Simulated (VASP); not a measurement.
# In3GaSb2N2 (P-4m2) in VASP: a series of runs, part 2 of 2

VASP 6.6.1. The steps go on from the part before.

### Step 3. Relaxation of cell and atoms, PBE

This run uses another cell than the first one, of 24.76 Å³/atom.

INCAR

```
  ALGO = Normal
  EDIFF = 1E-6
  EDIFFG = -0.08
  ENCUT = 600
  GGA = PE
  IBRION = 2
  ISIF = 3
  ISMEAR = 0
  LASPH = True
  LCHARG = False
  LREAL = False
  LWAVE = False
  NELM = 100
  NSW = 36
  PREC = Accurate
  SIGMA = 0.15
```

KPOINTS

```
k-points
0
Gamma
  3 3 1
```

POSCAR

```
In3GaSb2N2
1.0
    4.1464435800      0.0000000000      0.0000000000
    0.0000000000      4.1464435800      0.0000000000
    0.0000000000      0.0000000000     11.5196380500
In Ga Sb N
3 1 2 2
Direct
    0.5000000000      0.5000000000      0.7614640000
    0.0000000000      0.0000000000      0.5000000000
    0.5000000000      0.5000000000      0.2385360000
    0.0000000000      0.0000000000      0.0000000000
    0.0000000000      0.5000000000      0.6299769900
    0.5000000000      0.0000000000      0.3700230100
    0.0000000000      0.5000000000      0.1034230000
    0.5000000000      0.0000000000      0.8965770000
```

Potentials or basis: VASP PAW PBE potentials, release 64 (In_d, Ga_d, Sb, N).

Launch:

```console
> cat potpaw_PBE.64/In_d/POTCAR potpaw_PBE.64/Ga_d/POTCAR potpaw_PBE.64/Sb/POTCAR potpaw_PBE.64/N/POTCAR > POTCAR
> mpirun -np 1 vasp_std > vasp.out
```

OUTCAR:

```text
EDIFF = 1E-6
   EDIFFG = -0.08
   ENCUT = 600
   GGA = PE
   IBRION = 2
   ISIF = 3
   ISMEAR = 0
   LASPH = True
   LREAL = False
   NELM = 100
   NSW = 36
   PREC = Accurate

 ion  position               nearest neighbor table
   1  0.500  0.500  0.761-   5 2.57   5 2.57   8 2.59   8 2.59
   2  0.000  0.000  0.500-   5 2.56   6 2.56   5 2.56   6 2.56
   3  0.500  0.500  0.239-   6 2.57   6 2.57   7 2.59   7 2.59
   4  0.000  0.000  0.000-
   5  0.000  0.500  0.630-   2 2.56   2 2.56   1 2.57   1 2.57
   6  0.500  0.000  0.370-   2 2.56   2 2.56   3 2.57   3 2.57
   7  0.000  0.500  0.103-   3 2.59   3 2.59
   8  0.500  0.000  0.897-   1 2.59   1 2.59

  LATTYP: Found a simple tetragonal cell.
 ALAT       =     4.1464435800
 C/A-ratio  =     2.7781972256

  Lattice vectors:

 A1 = (   4.1464435800,   0.0000000000,   0.0000000000)
 A2 = (   0.0000000000,   4.1464435800,   0.0000000000)
 A3 = (   0.0000000000,   0.0000000000,  11.5196380500)

Analysis of symmetry for initial positions (statically):
=====================================================================
 Subroutine PRICEL returns:
 Original cell was already a primitive cell.

 Routine SETGRP: Setting up the symmetry group for a
 simple tetragonal supercell.

 Subroutine GETGRP returns: Found  8 space group operations
 (whereof  8 operations were pure point group operations)
 out of a pool of 16 trial point group operations.

The static configuration has the point symmetry D_2d.

Analysis of symmetry for dynamics (positions and initial velocities):
=====================================================================
 Subroutine PRICEL returns:
 Original cell was already a primitive cell.

 Routine SETGRP: Setting up the symmetry group for a
 simple tetragonal supercell.

 Subroutine GETGRP returns: Found  8 space group operations
 (whereof  8 operations were pure point group operations)
 out of a pool of 16 trial point group operations.

The dynamic configuration has the point symmetry D_2d.

 Subroutine INISYM returns: Found  8 space group operations
 (whereof  8 operations are pure point group operations),
 and found     1 'primitive' translations

----------------------------------------------------------------------------------------

                                     Primitive cell

  volume of cell :     198.0571

  direct lattice vectors                    reciprocal lattice vectors
     4.146443580  0.000000000  0.000000000     0.241170531  0.000000000  0.000000000
     0.000000000  4.146443580  0.000000000     0.000000000  0.241170531  0.000000000
     0.000000000  0.000000000 11.519638050     0.000000000  0.000000000  0.086808283

  length of vectors
     4.146443580  4.146443580 11.519638050     0.241170531  0.241170531  0.086808283

  position of ions in fractional coordinates (direct lattice)
     0.500000000  0.500000000  0.761464000
     0.000000000  0.000000000  0.500000000
     0.500000000  0.500000000  0.238536000
     0.000000000  0.000000000  0.000000000
     0.000000000  0.500000000  0.629976990
     0.500000000  0.000000000  0.370023010
     0.000000000  0.500000000  0.103423000
     0.500000000  0.000000000  0.896577000

  ion indices of the primitive-cell ions
   primitive index   ion index
                 1           1
                 2           2
                 3           3
                 4           4
                 5           5
                 6           6
                 7           7
[... 43 lines left out ...]
   ISTART =      0    job   : 0-new  1-cont  2-samecut
   ICHARG =      2    charge: 1-file 2-atom 10-const
   ISPIN  =      1    spin polarized calculation?
   LNONCOLLINEAR =      F non collinear calculations
   LSORBIT =      F    spin-orbit coupling
   LASPH  =      T    aspherical Exc in radial PAW
   ENCUT  =  600.0 eV  44.10 Ry    6.64 a.u.   8.28  8.28 23.01*2*pi/ulx,y,z
   NELM   =    100;   NELMIN=  2; NELMDL= -5     # of ELM steps
   EDIFF  = 0.1E-05   stopping-criterion for ELM
   LREAL  =      F    real-space projection
   EDIFFG = -.8E-01   stopping-criterion for IOM
   NSW    =     36    number of steps for IOM
   IBRION =      2    ionic relax: 0-MD 1-quasi-New 2-CG
   NFREE  =      1    steps in history (QN), initial steepest desc. (CG)
   ISIF   =      3    stress and relaxation
   ISYM   =      2    0-nonsym 1-usesym 2-fastsym
   POTIM  = 0.5000    time-step for ionic-motion
   TEBEG  =    0.0;   TEEND  =   0.0 temperature during run
   PSTRESS=    0.0 pullay stress
   NELECT =      72.0000    total number of electrons
   NUPDOWN=      -1.0000    fix difference up-down
   EMIN   =  10.00;   EMAX   =-10.00  energy-range for DOS
   EFERMI =   0.00;   METHOD = LEGACY
   ISMEAR =     0;   SIGMA  =   0.15  broadening in eV -4-tet -1-fermi 0-gaus
   EFERMI_NEDOS =   21; number of points for ismear=-14 and -15
   IALGO  =     38    algorithm
   IMIX   =      4    mixing-type and parameters
     AMIX     =   0.40;   BMIX     =  1.00
     AMIX_MAG =   1.60;   BMIX_MAG =  1.00
  volume/ion in A,a.u.               =      24.76       167.07
  Fermi-wavevector in a.u.,A,eV,Ry     =   1.168393  2.207942 18.573881  1.365142
  Thomas-Fermi vector in A             =   2.304880
   LORBIT       =      0    0 simple, 1 ext, 2 COOP (PROOUT), +10 PAW based schemes
   GGA     = PE    functional components
   LHFCALC =     F    Hartree Fock is set to
   AEXX    =    0.0000 exact exchange contribution
   IVDW    =     0    specifies the selected vdW correction
   LEPSILON=     F    determine dielectric tensor
   LRPA    =     F    only Hartree local field effects (RPA)
 conjugate gradient relaxation of ions
 non-spin polarized calculation
 Gauss-broadening in eV      SIGMA  =   0.15
  energy-cutoff  :      600.00
  volume of cell :      198.06
 maximum number of plane-waves:      6635
 NGX is ok and might be reduce to    36
   NGX = 17   NGY = 17   NGZ = 47

--------------------------------------- Ionic step        1  -------------------------------------------

 number of electron      71.9999983 magnetization

 Free energy of the ion-electron system (eV)
  ---------------------------------------------------
  ext. energy  EPLUGINS =         0.00000000
  ---------------------------------------------------
  free energy    TOTEN  =       -28.86200680 eV

  energy without entropy =      -28.83862637  energy(sigma->0) =      -28.85031659

------------------------ aborting loop because EDIFF is reached ----------------------------------------

  FORCE on cell =-STRESS in cart. coord.  units (eV):
  Direction    XX          YY          ZZ          XY          YZ          ZX
  --------------------------------------------------------------------------------------
  -------------------------------------------------------------------------------------
  Total        6.6800357      6.6800357      5.7395360      0.0000000      0.0000000      0.0000000
  in kB       54.0379684     54.0379684     46.4298211      0.0000000      0.0000000      0.0000000
  external PRESSURE =      51.5019193 kB  Pullay stress =       0.0000000 kB
[... 71 lines left out ...]
--------------------------------------- Ionic step        3  -------------------------------------------

 number of electron      71.9999992 magnetization

 E-fermi :   3.8904     XC(G=0):  -8.6866

 val. band max:        3.8654281392   @ k =   0.0000   0.0000   0.0000
 cond. band min:       4.2525631874   @ k =   0.3333   0.0000   0.0000
 fundamental gap:      0.3871350481
 Fermi energy:         3.8903604129

 k-point     1 :       0.0000    0.0000    0.0000
  band No.  band energies     occupation
      1     -10.9492      2.00000
      2     -10.8581      2.00000
      3     -10.8581      2.00000
      4     -10.7889      2.00000
      5     -10.7663      2.00000
      6     -10.7647      2.00000
[... 162 lines left out ...]
  FREE ENERGIE OF THE ION-ELECTRON SYSTEM (eV)
  ---------------------------------------------------
  free  energy   TOTEN  =       -30.5025415625 eV

  energy  without entropy=      -30.4749106135  energy(sigma->0) =      -30.48872609

[... ionic steps 4 to 10 ...]

--------------------------------------- Ionic step       11  -------------------------------------------

 number of electron      72.0000001 magnetization

------------------------ aborting loop because EDIFF is reached ----------------------------------------
[... 79 lines left out ...]
--------------------------------------- Ionic step       13  -------------------------------------------

 number of electron      72.0000005 magnetization

 Free energy of the ion-electron system (eV)
  ---------------------------------------------------
  ext. energy  EPLUGINS =         0.00000000
  ---------------------------------------------------
  free energy    TOTEN  =       -33.10240111 eV

  energy without entropy =      -33.02209333  energy(sigma->0) =      -33.06224722

 E-fermi :   6.4249     XC(G=0):  -9.5709

 val. band max:        6.3777274462   @ k =   0.3333   0.0000   0.0000
 cond. band min:       6.5144205274   @ k =   0.3333   0.0000   0.0000
 fundamental gap:      0.1366930811
 Fermi energy:         6.4249121710

 k-point     1 :       0.0000    0.0000    0.0000
  band No.  band energies     occupation
      1      -9.7492      2.00000
      2      -9.7298      2.00000
      3      -9.0778      2.00000
      4      -9.0778      2.00000
      5      -9.0414      2.00000
      6      -8.9811      2.00000
[... 162 lines left out ...]
  FREE ENERGIE OF THE ION-ELECTRON SYSTEM (eV)
  ---------------------------------------------------
  free  energy   TOTEN  =       -33.1024011096 eV

  energy  without entropy=      -33.0220933339  energy(sigma->0) =      -33.06224722

 reached required accuracy - stopping structural energy minimisation
```

It took 13 min on 1 thread of Intel Xeon Platinum 8488C (Sapphire Rapids), shared host; peak memory 0.39 GiB.

What came out:

```
Free energy                           : -33.1024 eV
Relaxed volume                        : 23.61 Å³/atom
Relaxed cell                          : a = 4.002 Å, b = 4.002 Å, c = 11.791 Å, α = 90.00°, β = 90.00°, γ = 90.00°
Space group after relaxing (to 0.1 Å) : P-4m2 (No. 115)
Energy gained by relaxing             : 530.0 meV/atom
Ionic steps                           : 13
Pressure after relaxing               : 0.1 GPa
Largest force after relaxing          : 0.061 eV/Å
Band gap on the k mesh                : zero (bands 36 and 37 overlap by 0.02 eV)
```

Forces in eV/Å, atoms in the order of the input:
```
In   0.000  0.000  0.061
In   0.000  0.000  0.000
In   0.000  0.000 -0.061
Ga   0.000  0.000  0.000
Sb   0.000  0.000  0.037
Sb   0.000  0.000 -0.037
N    0.000  0.000 -0.008
N    0.000  0.000  0.008
```

The path:
| step | energy change (eV) | largest force (eV/Å) | pressure (GPa) | volume (Å³) |
| --- | --- | --- | --- | --- |
| 1 | 0.0000 | 4.7367 | 5.15 | 198.06 |
| 2 | -1.5947 | 1.9508 | -3.43 | 221.75 |
| 3 | -1.6405 | 1.5440 | -4.40 | 226.52 |
| 4 | -2.5912 | 1.2917 | -2.70 | 209.99 |
| 5 | -3.1233 | 1.7005 | 2.45 | 188.42 |
| 6 | -3.6714 | 1.6176 | 1.13 | 188.90 |
| 7 | -3.8230 | 1.4655 | 0.68 | 189.27 |
| 8 | -4.1268 | 0.6563 | -1.22 | 193.63 |
| 9 | -4.1736 | 0.3103 | -2.05 | 195.94 |
| 10 | -4.1929 | 0.2605 | 2.10 | 183.16 |
| 11 | -4.2383 | 0.0981 | 0.00 | 188.79 |
| 12 | -4.2383 | 0.0937 | 0.16 | 188.61 |
| 13 | -4.2404 | 0.0611 | 0.07 | 188.85 |

Final structure:
```
CELL_PARAMETERS angstrom
4.00201 0.00000 0.00000
0.00000 4.00201 0.00000
0.00000 0.00000 11.79106
ATOMIC_POSITIONS crystal
In 0.50000 0.50000 0.84174
In 0.00000 0.00000 0.50000
In 0.50000 0.50000 0.15826
Ga 0.00000 0.00000 0.00000
Sb 0.00000 0.50000 0.66217
Sb 0.50000 0.00000 0.33783
N 0.00000 0.50000 0.06815
N 0.50000 0.00000 0.93185
```

Caveat: the k points lie up to 0.53 Å⁻¹ apart in the final cell; semilocal functionals underestimate gaps, so a narrow gap can read as zero; spin-orbit coupling is left out, which moves the levels of the heavy elements; the relaxation stopped at a loose force limit of 0.08 eV/Å, so its end isn't a converged minimum.
